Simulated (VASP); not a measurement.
# Nb (Im-3m) in VASP: notebook

The runs below take Nb through single point, with r2SCAN.

All numbers are computed with VASP 6.6.1; they aren't measurements. Logs are shortened: lines on timing, memory, paths and dates and some standing lists are left out, and cuts for length are marked.

**1. The cell of the first run**

It takes space group Im-3m (No. 229, cubic). Conventional cell: a = 2.962 Å, b = 2.962 Å, c = 2.962 Å, α = 90.00°, β = 90.00°, γ = 90.00°. Within 3.4 Å of Nb (site symmetry m-3m) lie 14 Nb at 2.57 to 2.96 Å.

**2. Single point, r2SCAN (13.00 Å³/atom)**

Input file POSCAR:

```
Nb
1.0
   -1.4810969244      1.4810969244      1.4810969244
    1.4810969244     -1.4810969244      1.4810969244
    1.4810969244      1.4810969244     -1.4810969244
Nb
1
Direct
    0.0000000000      0.0000000000      0.0000000000
```

Input file INCAR.step1:

```
  ALGO = Normal
  EDIFF = 1E-4
  ENCUT = 520
  GGA = PE
  ISMEAR = -1
  LASPH = T
  LCHARG = F
  LREAL = F
  LWAVE = T
  NBANDS = 12
  NELM = 80
  PREC = Accurate
  SIGMA = 0.1
```

Input file INCAR.step2:

```
  ALGO = Normal
  EDIFF = 1E-7
  ENCUT = 520
  ISIF = 2
  ISMEAR = -1
  ISTART = 1
  LASPH = T
  LCHARG = F
  LMIXTAU = T
  LREAL = F
  LWAVE = F
  METAGGA = R2SCAN
  NBANDS = 12
  NELM = 80
  PREC = Accurate
  SIGMA = 0.1
```

Input file KPOINTS:

```
k-points
0
Gamma
  18 18 18
```

Potentials or basis: VASP PAW PBE potentials, release 64 (Nb_sv).

Command:

```bash
$ cat potpaw_PBE.64/Nb_sv/POTCAR > POTCAR
$ cp INCAR.step1 INCAR
$ mpirun -np 1 vasp_std > vasp.out
$ cp INCAR.step2 INCAR
$ mpirun -np 1 vasp_std > vasp.out
```

OUTCAR:

```text
EDIFF = 1E-7
   ENCUT = 520
   ISIF = 2
   ISMEAR = -1
   ISTART = 1
   LASPH = T
   LREAL = F
   METAGGA = R2SCAN
   NELM = 80
   PREC = Accurate

 ion  position               nearest neighbor table
   1  0.000  0.000  0.000-

  LATTYP: Found a body centered cubic cell.
 ALAT       =     2.9621938488

  Lattice vectors:

 A1 = (  -1.4810969244,   1.4810969244,   1.4810969244)
 A2 = (   1.4810969244,  -1.4810969244,   1.4810969244)
 A3 = (   1.4810969244,   1.4810969244,  -1.4810969244)

Analysis of symmetry for initial positions (statically):
=====================================================================
 Subroutine PRICEL returns:
 Original cell was already a primitive cell.

 Routine SETGRP: Setting up the symmetry group for a
 body centered cubic supercell.

 Subroutine GETGRP returns: Found 48 space group operations
 (whereof 48 operations were pure point group operations)
 out of a pool of 48 trial point group operations.

The static configuration has the point symmetry O_h .

Analysis of symmetry for dynamics (positions and initial velocities):
=====================================================================
 Subroutine PRICEL returns:
 Original cell was already a primitive cell.

 Routine SETGRP: Setting up the symmetry group for a
 body centered cubic supercell.

 Subroutine GETGRP returns: Found 48 space group operations
 (whereof 48 operations were pure point group operations)
 out of a pool of 48 trial point group operations.

The dynamic configuration has the point symmetry O_h .

 Subroutine INISYM returns: Found 48 space group operations
 (whereof 48 operations are pure point group operations),
 and found     1 'primitive' translations

----------------------------------------------------------------------------------------

                                     Primitive cell

  volume of cell :      12.9960

  direct lattice vectors                    reciprocal lattice vectors
    -1.481096924  1.481096924  1.481096924     0.000000000  0.337587630  0.337587630
     1.481096924 -1.481096924  1.481096924     0.337587630  0.000000000  0.337587630
     1.481096924  1.481096924 -1.481096924     0.337587630  0.337587630  0.000000000

  length of vectors
     2.565335124  2.565335124  2.565335124     0.477421004  0.477421004  0.477421004

  position of ions in fractional coordinates (direct lattice)
     0.000000000  0.000000000  0.000000000

  ion indices of the primitive-cell ions
   primitive index   ion index
                 1           1

[... 78 lines left out ...]
   ISYM   =      2    0-nonsym 1-usesym 2-fastsym
   POTIM  = 0.5000    time-step for ionic-motion
   TEBEG  =    0.0;   TEEND  =   0.0 temperature during run
   PSTRESS=    0.0 pullay stress
   NELECT =      13.0000    total number of electrons
   NUPDOWN=      -1.0000    fix difference up-down
   EMIN   =  10.00;   EMAX   =-10.00  energy-range for DOS
   EFERMI =   0.00;   METHOD = LEGACY
   ISMEAR =    -1;   SIGMA  =   0.10  broadening in eV -4-tet -1-fermi 0-gaus
   EFERMI_NEDOS =   21; number of points for ismear=-14 and -15
   IALGO  =     38    algorithm
   IMIX   =      4    mixing-type and parameters
     AMIX     =   0.40;   BMIX     =  1.00
     AMIX_MAG =   1.60;   BMIX_MAG =  1.00
  volume/ion in A,a.u.               =      13.00        87.70
  Fermi-wavevector in a.u.,A,eV,Ry     =   1.637266  3.093983 36.472303  2.680639
  Thomas-Fermi vector in A             =   2.728434
   LORBIT       =      0    0 simple, 1 ext, 2 COOP (PROOUT), +10 PAW based schemes
   METAGGA = R2SCAN    functional components
   LHFCALC =     F    Hartree Fock is set to
   AEXX    =    0.0000 exact exchange contribution
   IVDW    =     0    specifies the selected vdW correction
   LEPSILON=     F    determine dielectric tensor
   LRPA    =     F    only Hartree local field effects (RPA)
 non-spin polarized calculation
  energy-cutoff  :      520.00
  volume of cell :       13.00
 maximum number of plane-waves:       370
   NGX =  9   NGY =  9   NGZ =  9

 number of electron      13.0000001 magnetization

 Free energy of the ion-electron system (eV)
  ---------------------------------------------------
  ext. energy  EPLUGINS =         0.00000000
  ---------------------------------------------------
  free energy    TOTEN  =       -23.62336432 eV

  energy without entropy =      -23.59666918  energy(sigma->0) =      -23.61001675

 E-fermi :  16.5852     XC(G=0): -15.6413

 val. band max:       16.5652436945   @ k =  -0.2778   0.3333   0.1667
 cond. band min:      16.6034076709   @ k =  -0.3333   0.5000   0.0556
 fundamental gap:      0.0381639765
 Fermi energy:        16.5851711409

 k-point     1 :       0.0000    0.0000    0.0000
  band No.  band energies     occupation
      1     -39.8305      2.00000
      2     -13.0754      2.00000
      3     -13.0754      2.00000
      4     -13.0754      2.00000
      5      10.1022      2.00000
      6      16.5292      1.27278
      7      16.5292      1.27276
      8      16.5292      1.27276
      9      20.8701      0.00000
     10      20.8701      0.00000
     11      32.0007      0.00000
     12      32.0007      0.00000
[... 331 lines left out ...]
 k-point    24 :       0.3889    0.1111    0.0000
  band No.  band energies     occupation
      1     -38.9185      2.00000
      2     -16.5437      2.00000
      3     -14.3132      2.00000
      4     -13.3106      2.00000
      5      11.4894      2.00000
      6      13.6068      2.00000
      7      18.9739      0.00000
      8      20.9529      0.00000
      9      22.9050      0.00000
     10      26.7041      0.00000
     11      30.9898      0.00000
     12      34.8168      0.00000

 [... further k-points ...]

------------------------ aborting loop because EDIFF is reached ----------------------------------------

  FORCE on cell =-STRESS in cart. coord.  units (eV):
  Direction    XX          YY          ZZ          XY          YZ          ZX
  --------------------------------------------------------------------------------------
  -------------------------------------------------------------------------------------
  Total        8.2898693      8.2898693      8.2898693     -0.0000000     -0.0000000      0.0000000
  in kB     1021.9927989   1021.9927989   1021.9927989     -0.0000000     -0.0000000      0.0000000
  external PRESSURE =    1021.9927989 kB  Pullay stress =       0.0000000 kB

 VOLUME and BASIS-vectors are now :
 -----------------------------------------------------------------------------
  energy-cutoff  :      520.00
  volume of cell :       13.00
      direct lattice vectors                 reciprocal lattice vectors
    -1.481096924  1.481096924  1.481096924     0.000000000  0.337587630  0.337587630
     1.481096924 -1.481096924  1.481096924     0.337587630  0.000000000  0.337587630
     1.481096924  1.481096924 -1.481096924     0.337587630  0.337587630  0.000000000

 POSITION                                       TOTAL-FORCE (eV/Angst)
 -----------------------------------------------------------------------------------
      0.00000      0.00000      0.00000         0.000000     -0.000000     -0.000000
 -----------------------------------------------------------------------------------
    total drift:                                0.000000     -0.000000      0.000000

  FREE ENERGIE OF THE ION-ELECTRON SYSTEM (eV)
  ---------------------------------------------------
  free  energy   TOTEN  =       -23.6233643242 eV

  energy  without entropy=      -23.5966691811  energy(sigma->0) =      -23.61001675
```

OUTCAR.step1:

```text
EDIFF = 1E-4
   ENCUT = 520
   GGA = PE
   ISMEAR = -1
   LASPH = T
   LREAL = F
[... 573 lines left out ...]

 POSITION                                       TOTAL-FORCE (eV/Angst)
 -----------------------------------------------------------------------------------
      0.00000      0.00000      0.00000         0.000000     -0.000000     -0.000000
 -----------------------------------------------------------------------------------
    total drift:                                0.000000     -0.000000      0.000000

  FREE ENERGIE OF THE ION-ELECTRON SYSTEM (eV)
  ---------------------------------------------------
  free  energy   TOTEN  =        -8.9632791448 eV

  energy  without entropy=       -8.9356850686  energy(sigma->0) =       -8.94948211
```

It took 3.3 min on 1 thread of Intel Xeon 8259CL, shared host; peak memory 0.15 GiB.

Results:

| Item | Value |
| --- | --- |
| Free energy | -23.6234 eV |
| Pressure | 102.2 GPa |
| Band gap on the k mesh | zero (an odd number of electrons rules out a gap without spin polarisation) |

Caveat: the cell stands under pressure; the PAW data sets were made with another functional, which shifts forces and pressure a little.

**3. Single point, r2SCAN (14.44 Å³/atom)**

This run uses another cell than the first one, of 14.44 Å³/atom.

Input file POSCAR:

```
Nb
1.0
   -1.5340375026      1.5340375026      1.5340375026
    1.5340375026     -1.5340375026      1.5340375026
    1.5340375026      1.5340375026     -1.5340375026
Nb
1
Direct
    0.0000000000      0.0000000000      0.0000000000
```

Input file INCAR.step1:

```
PREC = Accurate ; ENCUT = 520
ISMEAR = -1 ; SIGMA = 0.1
LREAL = F ; LASPH = T
NELM = 80 ; NBANDS = 12
GGA = PE ; ALGO = Normal
EDIFF = 1E-4 ; LWAVE = T
LCHARG = F
```

Input file INCAR.step2:

```
PREC = Accurate ; ENCUT = 520
EDIFF = 1E-7 ; ISMEAR = -1
SIGMA = 0.1 ; LREAL = F
LASPH = T ; NELM = 80
ALGO = Normal ; ISIF = 2
LWAVE = F ; LCHARG = F
METAGGA = R2SCAN ; LMIXTAU = T
NBANDS = 12 ; ISTART = 1
```

Input file KPOINTS:

```
regular mesh
0
Gamma
  18 18 18
```

Potentials or basis: VASP PAW PBE potentials, release 64 (Nb_sv).

Command:

```bash
$ cat potpaw_PBE.64/Nb_sv/POTCAR > POTCAR
$ cp INCAR.step1 INCAR
$ mpirun -np 1 vasp_std > vasp.out
$ cp INCAR.step2 INCAR
$ mpirun -np 1 vasp_std > vasp.out
```

Run time: 3 min. Hardware: 1 thread of Intel Xeon 8259CL, shared host; peak memory 0.15 GiB.

It converged, with:

| Item | Value |
| --- | --- |
| Free energy | -24.3258 eV |
| Pressure | 56.9 GPa |
| Band gap on the k mesh | zero (an odd number of electrons rules out a gap without spin polarisation) |

Levels at points of the mesh, in eV from the Fermi level:
| k point | band 2 | band 3 | band 4 | band 5 | band 6 | band 7 | band 8 | band 9 | band 10 | band 11 |
| --- | --- | --- | --- | --- | --- | --- | --- | --- | --- | --- |
| (0.00, 0.00, 0.00) | -29.97 | -29.97 | -29.97 | -6.53 | 0.19 | 0.19 | 0.19 | 4.11 | 4.11 | 15.32 |
| (0.50, 0.00, 0.00) | -32.74 | -30.80 | -30.02 | -5.07 | -2.65 | 3.71 | 4.34 | 5.25 | 8.58 | 12.74 |
| (0.50, 0.50, 0.50) | -31.80 | -31.80 | -31.80 | -5.57 | -5.57 | 7.44 | 7.44 | 7.44 | 11.72 | 11.72 |

Caveat: the cell stands under pressure; the PAW data sets were made with another functional, which shifts forces and pressure a little.

**4. Single point, r2SCAN (15.88 Å³/atom)**

This run uses another cell than the first one, of 15.88 Å³/atom.

Input file POSCAR:

```
Nb
1.0
   -1.5835564103      1.5835564103      1.5835564103
    1.5835564103     -1.5835564103      1.5835564103
    1.5835564103      1.5835564103     -1.5835564103
Nb
1
Direct
    0.0000000000      0.0000000000      0.0000000000
```

Input file INCAR.step1:

```
PREC     = Accurate       # precision mode
ENCUT    = 520            # plane-wave cutoff, eV
ISMEAR   = -1             # smearing method
SIGMA    = 0.1            # smearing width, eV
LREAL    = F              # projectors in reciprocal space
LASPH    = T              # aspherical terms in the spheres
NELM     = 60             # most SCF steps
NBANDS   = 12             # bands
GGA      = PE             # functional
ALGO     = Normal         # electronic algorithm
EDIFF    = 1E-4           # SCF threshold, eV
LWAVE    = T              # write WAVECAR
LCHARG   = F              # write CHGCAR
```

Input file INCAR.step2:

```
PREC     = Accurate       # precision mode
ENCUT    = 520            # plane-wave cutoff, eV
EDIFF    = 1E-6           # SCF threshold, eV
ISMEAR   = -1             # smearing method
SIGMA    = 0.1            # smearing width, eV
LREAL    = F              # projectors in reciprocal space
LASPH    = T              # aspherical terms in the spheres
NELM     = 60             # most SCF steps
ALGO     = Normal         # electronic algorithm
ISIF     = 2              # what is computed and relaxed
LWAVE    = F              # write WAVECAR
LCHARG   = T              # write CHGCAR
METAGGA  = R2SCAN         # meta-GGA
LMIXTAU  = T            
LELF     = T              # ELF
LVHAR    = T            
NBANDS   = 12             # bands
ISTART   = 1
```

KPOINTS is that of step 3.

Potentials or basis: VASP PAW PBE potentials, release 64 (Nb_sv).

Command:

```bash
$ cat potpaw_PBE.64/Nb_sv/POTCAR > POTCAR
$ cp INCAR.step1 INCAR
$ mpirun -np 1 vasp_std > vasp.out
$ cp INCAR.step2 INCAR
$ mpirun -np 1 vasp_std > vasp.out
```

OUTCAR:

```text
PREC = Accurate
   ENCUT = 520
   EDIFF = 1E-6
   ISMEAR = -1
   LREAL = F
   LASPH = T
   NELM = 60
   ISIF = 2
   METAGGA = R2SCAN
   ISTART = 1

 ion  position               nearest neighbor table
   1  0.000  0.000  0.000-

  LATTYP: Found a body centered cubic cell.
 ALAT       =     3.1671128206

  Lattice vectors:

 A1 = (  -1.5835564103,   1.5835564103,   1.5835564103)
 A2 = (   1.5835564103,  -1.5835564103,   1.5835564103)
 A3 = (   1.5835564103,   1.5835564103,  -1.5835564103)

Analysis of symmetry for initial positions (statically):
=====================================================================
 Subroutine PRICEL returns:
 Original cell was already a primitive cell.

 Routine SETGRP: Setting up the symmetry group for a
 body centered cubic supercell.

 Subroutine GETGRP returns: Found 48 space group operations
 (whereof 48 operations were pure point group operations)
 out of a pool of 48 trial point group operations.

The static configuration has the point symmetry O_h .

[... 165 lines left out ...]
  band No.  band energies     occupation
      1     -43.0452      2.00000
      2     -17.2337      2.00000
      3     -17.2337      2.00000
      4     -17.2337      2.00000
      5       6.5628      2.00000
      6      13.3750      0.06453
      7      13.3750      0.06453
      8      13.3750      0.06452
      9      16.9362      0.00000
     10      16.9362      0.00000
     11      28.1995      0.00000
     12      28.1995      0.00000
[... 331 lines left out ...]
 k-point    24 :       0.3889    0.1111    0.0000
  band No.  band energies     occupation
      1     -42.6057      2.00000
      2     -19.2179      2.00000
      3     -17.9467      2.00000
      4     -17.3530      2.00000
      5       9.0042      2.00000
      6      11.0278      2.00000
      7      14.5558      0.00000
      8      16.8405      0.00000
      9      18.2312      0.00000
     10      21.1748      0.00000
     11      26.5479      0.00000
     12      27.8066      0.00000

 [... further k-points ...]

------------------------ aborting loop because EDIFF is reached ----------------------------------------

  FORCE on cell =-STRESS in cart. coord.  units (eV):
  Direction    XX          YY          ZZ          XY          YZ          ZX
  --------------------------------------------------------------------------------------
  -------------------------------------------------------------------------------------
  Total        2.7267339      2.7267339      2.7267339      0.0000000     -0.0000000      0.0000000
  in kB      275.0380195    275.0380195    275.0380195      0.0000000     -0.0000000      0.0000000
  external PRESSURE =     275.0380195 kB  Pullay stress =       0.0000000 kB

 VOLUME and BASIS-vectors are now :
 -----------------------------------------------------------------------------
  energy-cutoff  :      520.00
  volume of cell :       15.88
      direct lattice vectors                 reciprocal lattice vectors
    -1.583556410  1.583556410  1.583556410     0.000000000  0.315744988  0.315744988
     1.583556410 -1.583556410  1.583556410     0.315744988  0.000000000  0.315744988
     1.583556410  1.583556410 -1.583556410     0.315744988  0.315744988  0.000000000

 POSITION                                       TOTAL-FORCE (eV/Angst)
 -----------------------------------------------------------------------------------
      0.00000      0.00000      0.00000         0.000000      0.000000      0.000000
 -----------------------------------------------------------------------------------
    total drift:                                0.000000     -0.000000      0.000000

  FREE ENERGIE OF THE ION-ELECTRON SYSTEM (eV)
  ---------------------------------------------------
  free  energy   TOTEN  =       -24.6978793983 eV

  energy  without entropy=      -24.6570028044  energy(sigma->0) =      -24.67744110
```

Run time: 2.3 min. Hardware: 1 thread of Intel Xeon 8259CL, shared host; peak memory 0.15 GiB.

What came out:

```
Free energy            : -24.6979 eV
Pressure               : 27.5 GPa
Band gap on the k mesh : zero (an odd number of electrons rules out a gap without spin polarisation)
```

Caveat: the cell stands under pressure; the PAW data sets were made with another functional, which shifts forces and pressure a little.

**5. The runs side by side**

| cell | gap on the mesh (eV) | pressure (GPa) |
| --- | --- | --- |
| a = 2.565 Å, angles 109.5°, 1 atom | none | 102.2 |
| a = 2.657 Å, angles 109.5°, 1 atom | none | 56.9 |
| a = 2.743 Å, angles 109.5°, 1 atom | none | 27.5 |

Alike in all rows: task single point; level r2SCAN; potentials or basis VASP PAW PBE potentials, release 64 (Nb_sv); no spin polarisation; k mesh 18 × 18 × 18; cutoff (eV) 520; smearing fermi-dirac 0.1 eV.

Caveats: the cell stands under pressure; the PAW data sets were made with another functional, which shifts forces and pressure a little.

Total energies depend on the potentials used, so only differences within one code and one set of settings carry meaning.
